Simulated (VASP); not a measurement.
Crystal: LiCl.

```
Li Cl
1.0
     0.00000    2.48190    2.61348
     2.48190    0.00000    2.61348
     2.48190    2.48190    0.00000
Li Cl
1 1
Direct
  0.00000 0.00000 0.00000
  0.50000 0.50000 0.50000
```

This cell differs from its parent crystal: epitaxial xy strain -2.9%.

Base run:

| Property | Result |
| --- | --- |
| Program | VASP 6.6.1 |
| Functional | r2SCAN |
| Potentials or basis | VASP PAW PBE potentials, release 64 (Li_sv, Cl) |
| Cutoff | 520 eV |
| k mesh | 8 × 8 × 8 |
| Occupations | gaussian, width 0.01 eV |
| Spin | no spin polarisation |

Its results: band gap on the k mesh 7.50 eV (least direct gap 7.53 eV).

Question: The run is repeated on the same cell with these changes: functional from r2SCAN to PBE; occupations from gaussian, width 0.01 eV to fermi-dirac, width 0.02 eV. What comes out?

Answer: Band gap on the k mesh 6.54 eV.

A k mesh can miss the band edges.
